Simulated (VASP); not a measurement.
Runs of VASP 6.6.1 on Cr. It takes space group Im-3m (No. 229, cubic). Conventional cell: a = 2.849 Å, b = 2.849 Å, c = 2.849 Å, α = 90.00°, β = 90.00°, γ = 90.00°. Cr (site symmetry m-3m) has 14 Cr at 2.47 to 2.85 Å within 3.3 Å. 

```csv
cutoff (eV),smearing,gap on the mesh (eV),pressure (GPa)
520,methfessel-paxton 0.03 eV,none,-0.9
500,fermi-dirac 0.1 eV,none,-0.6
520,fermi-dirac 1 eV,none,(a)
520,methfessel-paxton 0.2 eV,none,-0.7
```

Alike in all rows: task single point; level PBE; potentials or basis VASP PAW PBE potentials, release 64 (Cr_pv); no spin polarisation; cell as given; k mesh 15 × 15 × 15.

Task: Estimate the missing entries.

Result: (a) 36.2.

Caveats: the run has no spin polarisation, though such a crystal can be magnetic.

A gap of «none» marks levels without a gap at the run's occupations.
